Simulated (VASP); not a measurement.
# P (Imma) in VASP: single point with r2SCAN

Aim: the single point of P with r2SCAN.

All numbers are computed with VASP 6.6.1; they aren't measurements. Logs are shortened: lines on timing, memory, paths and dates and some standing lists are left out, and cuts for length are marked.

### Step 1. The cell of the first run

Symmetry: Imma, No. 74, orthorhombic system. Conventional cell: a = 3.383 Å, b = 5.030 Å, c = 3.718 Å, α = 90.00°, β = 90.00°, γ = 90.00°. Within 3.0 Å of P (site symmetry mm2) lie 6 P at 2.24 to 2.82 Å.

### Step 2. Single point, r2SCAN

File POSCAR:

```
P
1.0
   -1.6915100431      2.5151650373      1.8589441358
    1.6915100431     -2.5151650373      1.8589441358
    1.6915100431      2.5151650373     -1.8589441358
P
2
Direct
    0.8033091100      0.0533091100      0.7500000000
    0.1966908900      0.9466908900      0.2500000000
```

File INCAR.step1:

```
PREC = Accurate
ENCUT = 520
ISMEAR = 0
SIGMA = 0.15
LREAL = False
LASPH = True
NELM = 80
NBANDS = 12
GGA = PE
ALGO = Normal
EDIFF = 1E-4
LWAVE = True
LCHARG = False
```

File INCAR.step2:

```
PREC = Accurate
ENCUT = 520
EDIFF = 1E-6
ISMEAR = 0
SIGMA = 0.15
LREAL = False
LASPH = True
NELM = 80
ALGO = Normal
ISIF = 2
LWAVE = False
LCHARG = False
METAGGA = R2SCAN
LMIXTAU = True
NBANDS = 12
ISTART = 1
```

File KPOINTS:

```
Automatic mesh
0
Gamma
  18 18 18
```

Potentials or basis: VASP PAW PBE potentials, release 64 (P).

Run with:

```
$ cat potpaw_PBE.64/P/POTCAR > POTCAR
$ cp INCAR.step1 INCAR
$ mpirun -np 1 vasp_std > vasp.out
$ cp INCAR.step2 INCAR
$ mpirun -np 1 vasp_std > vasp.out
```

OUTCAR:

```text
PREC = Accurate
   ENCUT = 520
   EDIFF = 1E-6
   ISMEAR = 0
   LREAL = False
   LASPH = True
   NELM = 80
   ISIF = 2
   METAGGA = R2SCAN
   ISTART = 1

 ion  position               nearest neighbor table
   1  0.803  0.053  0.750-   2 2.24   2 2.24   2 2.55   2 2.55   2 2.82   2 2.82
   2  0.197  0.947  0.250-   1 2.24   1 2.24   1 2.55   1 2.55   1 2.82   1 2.82

  LATTYP: Found a body centered orthorhombic cell.
 ALAT       =     3.3830200862
 B/A-ratio  =     1.0989849829
 C/A-ratio  =     1.4869347348

  Lattice vectors:

 A1 = (   1.6915100431,  -2.5151650373,  -1.8589441358)
 A2 = (  -1.6915100431,  -2.5151650373,   1.8589441358)
 A3 = (  -1.6915100431,   2.5151650373,  -1.8589441358)

Analysis of symmetry for initial positions (statically):
=====================================================================
 Subroutine PRICEL returns:
 Original cell was already a primitive cell.

 Routine SETGRP: Setting up the symmetry group for a
 body centered orthorhombic supercell.

 Subroutine GETGRP returns: Found  8 space group operations
 (whereof  4 operations were pure point group operations)
 out of a pool of  8 trial point group operations.

The static configuration has the point symmetry C_2h.
 The point group associated with its full space group is D_2h.

Analysis of symmetry for dynamics (positions and initial velocities):
=====================================================================
 Subroutine PRICEL returns:
 Original cell was already a primitive cell.

 Routine SETGRP: Setting up the symmetry group for a
 body centered orthorhombic supercell.

 Subroutine GETGRP returns: Found  8 space group operations
 (whereof  4 operations were pure point group operations)
 out of a pool of  8 trial point group operations.

The dynamic configuration has the point symmetry C_2h.
 The point group associated with its full space group is D_2h.

 Subroutine INISYM returns: Found  8 space group operations
 (whereof  4 operations are pure point group operations),
 and found     1 'primitive' translations

----------------------------------------------------------------------------------------

                                     Primitive cell

  volume of cell :      31.6350

  direct lattice vectors                    reciprocal lattice vectors
    -1.691510043  2.515165037  1.858944136     0.000000000  0.198794112  0.268969890
     1.691510043 -2.515165037  1.858944136     0.295593870  0.000000000  0.268969890
     1.691510043  2.515165037 -1.858944136     0.295593870  0.198794112  0.000000000

  length of vectors
     3.555690466  3.555690466  3.555690466     0.334460612  0.399650520  0.356223013

  position of ions in fractional coordinates (direct lattice)
     0.803309110  0.053309110  0.750000000
     0.196690890  0.946690890  0.250000000

  ion indices of the primitive-cell ions
   primitive index   ion index
                 1           1
                 2           2

----------------------------------------------------------------------------------------

 KPOINTS: Automatic mesh

Automatic generation of k-mesh.
 Grid dimensions read from file:
 generate k-points for:   18   18   18

 Generating k-lattice:

  Cartesian coordinates                     Fractional coordinates (reciprocal lattice)
     0.000000000  0.011044117  0.014942772     0.055555556 -0.000000000  0.000000000
     0.016421882  0.000000000  0.014942772    -0.000000000  0.055555556  0.000000000
     0.016421882  0.011044117  0.000000000    -0.000000000  0.000000000  0.055555556

  Length of vectors
     0.018581145  0.022202807  0.019790167

  Shift w.r.t. Gamma in fractional coordinates (k-lattice)
     0.000000000  0.000000000  0.000000000

 Subroutine IBZKPT returns following result:
 ===========================================

 Found    865 irreducible k-points:

 Following reciprocal coordinates:
            Coordinates               Weight
  0.000000  0.000000  0.000000      1.000000
  0.055556  0.000000 -0.000000      4.000000
  0.111111  0.000000 -0.000000      4.000000
  0.166667  0.000000  0.000000      4.000000
  0.222222  0.000000  0.000000      4.000000
  0.277778 -0.000000  0.000000      4.000000
[... 16 lines left out ...]
 -0.333333  0.055556  0.000000      8.000000
 -0.277778  0.055556 -0.000000      8.000000
 [... further k-points ...]
   k-points           NKPTS =    865   k-points in BZ     NKDIM =    865   number of bands    NBANDS=     12
   number of dos      NEDOS =    301   number of ions     NIONS =      2
   total plane-waves  NPLWV =  21952
   dimension x,y,z NGX =    28 NGY =   28 NGZ =   28
   dimension x,y,z NGXF=    56 NGYF=   56 NGZF=   56
   ions per type =               2
   NGX,Y,Z   is equivalent  to a cutoff of  13.09, 13.09, 13.09 a.u.
   NGXF,Y,Z  is equivalent  to a cutoff of  26.18, 26.18, 26.18 a.u.
 SYSTEM =  unknown system
   PREC   = accura    normal or accurate (medium, high low for compatibility)
   ISTART =      1    job   : 0-new  1-cont  2-samecut
   ICHARG =      0    charge: 1-file 2-atom 10-const
   ISPIN  =      1    spin polarized calculation?
   LNONCOLLINEAR =      F non collinear calculations
   LSORBIT =      F    spin-orbit coupling
   LASPH  =      T    aspherical Exc in radial PAW
   ENCUT  =  520.0 eV  38.22 Ry    6.18 a.u.   6.61  6.61  6.61*2*pi/ulx,y,z
   NELM   =     80;   NELMIN=  2; NELMDL=  0     # of ELM steps
   EDIFF  = 0.1E-05   stopping-criterion for ELM
   LREAL  =      F    real-space projection
   EDIFFG = 0.1E-04   stopping-criterion for IOM
   NSW    =      0    number of steps for IOM
   IBRION =     -1    ionic relax: 0-MD 1-quasi-New 2-CG
   NFREE  =      0    steps in history (QN), initial steepest desc. (CG)
   ISIF   =      2    stress and relaxation
   ISYM   =      2    0-nonsym 1-usesym 2-fastsym
   POTIM  = 0.5000    time-step for ionic-motion
   TEBEG  =    0.0;   TEEND  =   0.0 temperature during run
   PSTRESS=    0.0 pullay stress
   NELECT =      10.0000    total number of electrons
   NUPDOWN=      -1.0000    fix difference up-down
   EMIN   =  10.00;   EMAX   =-10.00  energy-range for DOS
   EFERMI =   0.00;   METHOD = LEGACY
   ISMEAR =     0;   SIGMA  =   0.15  broadening in eV -4-tet -1-fermi 0-gaus
   EFERMI_NEDOS =   21; number of points for ismear=-14 and -15
   IALGO  =     38    algorithm
   IMIX   =      4    mixing-type and parameters
     AMIX     =   0.40;   BMIX     =  1.00
     AMIX_MAG =   1.60;   BMIX_MAG =  1.00
  volume/ion in A,a.u.               =      15.82       106.74
  Fermi-wavevector in a.u.,A,eV,Ry     =   1.115199  2.107421 16.921141  1.243669
  Thomas-Fermi vector in A             =   2.251801
   LORBIT       =      0    0 simple, 1 ext, 2 COOP (PROOUT), +10 PAW based schemes
   METAGGA = R2SCAN    functional components
   LHFCALC =     F    Hartree Fock is set to
   AEXX    =    0.0000 exact exchange contribution
   IVDW    =     0    specifies the selected vdW correction
   LEPSILON=     F    determine dielectric tensor
   LRPA    =     F    only Hartree local field effects (RPA)
 non-spin polarized calculation
 Gauss-broadening in eV      SIGMA  =   0.15
  energy-cutoff  :      520.00
  volume of cell :       31.63
 maximum number of plane-waves:       868
   NGX = 13   NGY = 13   NGZ = 13

 number of electron      10.0000000 magnetization

 Free energy of the ion-electron system (eV)
  ---------------------------------------------------
  ext. energy  EPLUGINS =         0.00000000
  ---------------------------------------------------
  free energy    TOTEN  =       -17.75330602 eV

  energy without entropy =      -17.75133565  energy(sigma->0) =      -17.75232083

 E-fermi :   9.0548     XC(G=0): -11.4023

 val. band max:        9.0292660570   @ k =   0.4444   0.3333   0.1111
 cond. band min:       9.0548084785   @ k =   0.2778   0.2778   0.2222
 fundamental gap:      0.0255424214
 Fermi energy:         9.0547676034

 k-point     1 :       0.0000    0.0000    0.0000
  band No.  band energies     occupation
      1      -8.2683      2.00000
      2       5.6230      2.00000
      3       5.8797      2.00000
      4       5.9629      2.00000
      5       6.5832      2.00000
      6      10.5811      0.00000
      7      11.5997      0.00000
      8      13.3933      0.00000
      9      14.5154      0.00000
     10      15.9104      0.00000
     11      16.1942      0.00000
     12      16.4620      0.00000

 k-point     2 :       0.0556    0.0000   -0.0000
  band No.  band energies     occupation
      1      -8.2227      2.00000
      2       4.7566      2.00000
      3       5.8636      2.00000
      4       6.2440      2.00000
      5       7.0158      2.00000
      6      10.6735      0.00000
      7      11.5493      0.00000
      8      13.1582      0.00000
      9      14.5997      0.00000
     10      15.2433      0.00000
     11      16.2724      0.00000
     12      17.1770      0.00000

 k-point     3 :       0.1111    0.0000   -0.0000
  band No.  band energies     occupation
      1      -8.0864      2.00000
      2       3.6107      2.00000
      3       5.8192      2.00000
      4       6.2718      2.00000
      5       7.6785      2.00000
      6      10.8918      0.00000
      7      11.3986      0.00000
      8      12.6114      0.00000
      9      14.7627      0.00000
     10      14.8836      0.00000
     11      16.0869      0.00000
     12      18.1596      0.00000

 k-point     4 :       0.1667    0.0000    0.0000
  band No.  band energies     occupation
      1      -7.8614      2.00000
      2       2.4337      2.00000
      3       5.7559      2.00000
      4       6.2745      2.00000
      5       8.1294      2.00000
      6      10.8921      0.00000
      7      11.3421      0.00000
      8      11.9798      0.00000
      9      14.7564      0.00000
     10      15.3666      0.00000
     11      15.9375      0.00000
     12      19.2681      0.00000

 k-point     5 :       0.2222    0.0000    0.0000
  band No.  band energies     occupation
      1      -7.5518      2.00000
      2       1.2765      2.00000
      3       5.6855      2.00000
      4       6.2980      2.00000
      5       8.3516      2.00000
      6      10.5113      0.00000
      7      11.3752      0.00000
      8      11.4547      0.00000
      9      15.2344      0.00000
     10      15.9607      0.00000
     11      16.0257      0.00000
     12      20.5261      0.00000
[... 228 lines left out ...]
      1      -6.0362      2.00000
      2      -1.9660      2.00000
      3       5.0651      2.00000
      4       7.0676      2.00000
      5       7.2883      2.00000
      6       9.7955      0.00000
      7      10.0409      0.00000
      8      11.6775      0.00000
      9      17.1561      0.00000
     10      18.0867      0.00000
     11      20.2071      0.00000
     12      22.5150      0.00000

 k-point    22 :      -0.3889    0.0556    0.0000
  band No.  band energies     occupation
      1      -6.5027      2.00000
      2      -1.1439      2.00000
      3       5.0677      2.00000
      4       6.9337      2.00000
      5       7.6144      2.00000
      6      10.0224      0.00000
      7      10.1223      0.00000
      8      11.7617      0.00000
      9      16.5152      0.00000
     10      17.0631      0.00000
     11      19.1496      0.00000
     12      22.7056      0.00000

 k-point    23 :      -0.3333    0.0556    0.0000
  band No.  band energies     occupation
      1      -6.9645      2.00000
      2      -0.1683      2.00000
      3       5.1009      2.00000
      4       6.7780      2.00000
      5       7.9597      2.00000
      6      10.1546      0.00000
      7      10.4607      0.00000
      8      11.8341      0.00000
      9      16.0053      0.00000
     10      16.1352      0.00000
     11      18.0575      0.00000
     12      21.5208      0.00000

 k-point    24 :      -0.2778    0.0556   -0.0000
  band No.  band energies     occupation
      1      -7.3745      2.00000
      2       0.9045      2.00000
      3       5.1643      2.00000
      4       6.6394      2.00000
      5       8.1920      2.00000
      6      10.3556      0.00000
      7      10.8560      0.00000
      8      11.9155      0.00000
      9      15.1889      0.00000
     10      15.8568      0.00000
     11      17.0569      0.00000
     12      20.2255      0.00000

 [... further k-points ...]

------------------------ aborting loop because EDIFF is reached ----------------------------------------

  FORCE on cell =-STRESS in cart. coord.  units (eV):
  Direction    XX          YY          ZZ          XY          YZ          ZX
  --------------------------------------------------------------------------------------
  -------------------------------------------------------------------------------------
  Total        0.2378364      0.1709030      0.2040630      0.0000000      0.0000000      0.0000000
  in kB       12.0454092      8.6555162     10.3349272      0.0000000      0.0000000      0.0000000
  external PRESSURE =      10.3452842 kB  Pullay stress =       0.0000000 kB

 VOLUME and BASIS-vectors are now :
 -----------------------------------------------------------------------------
  energy-cutoff  :      520.00
  volume of cell :       31.63
      direct lattice vectors                 reciprocal lattice vectors
    -1.691510043  2.515165037  1.858944136     0.000000000  0.198794112  0.268969890
     1.691510043 -2.515165037  1.858944136     0.295593870  0.000000000  0.268969890
     1.691510043  2.515165037 -1.858944136     0.295593870  0.198794112  0.000000000

 POSITION                                       TOTAL-FORCE (eV/Angst)
 -----------------------------------------------------------------------------------
      0.00000      3.77275      0.19820         0.000000     -0.000000     -0.066418
      1.69151     -1.25758      1.66075        -0.000000      0.000000      0.066418
 -----------------------------------------------------------------------------------
    total drift:                                0.000000     -0.000000     -0.000000

  FREE ENERGIE OF THE ION-ELECTRON SYSTEM (eV)
  ---------------------------------------------------
  free  energy   TOTEN  =       -17.7533060198 eV

  energy  without entropy=      -17.7513356479  energy(sigma->0) =      -17.75232083
```

Wall time 22 min (1 thread of Intel Xeon 8259CL, shared host); peak memory 0.36 GiB.

What came out:

- Free energy: -17.7533 eV
- Pressure: 1.0 GPa
- Largest force: 0.066 eV/Å
- Band gap on the k mesh: zero (bands 5 and 6 overlap by 1.09 eV)

Forces on the atoms (eV/Å):
```
P    0.000  0.000 -0.066
P    0.000  0.000  0.066
```

Caveat: the PAW data sets were made with another functional, which shifts forces and pressure a little.
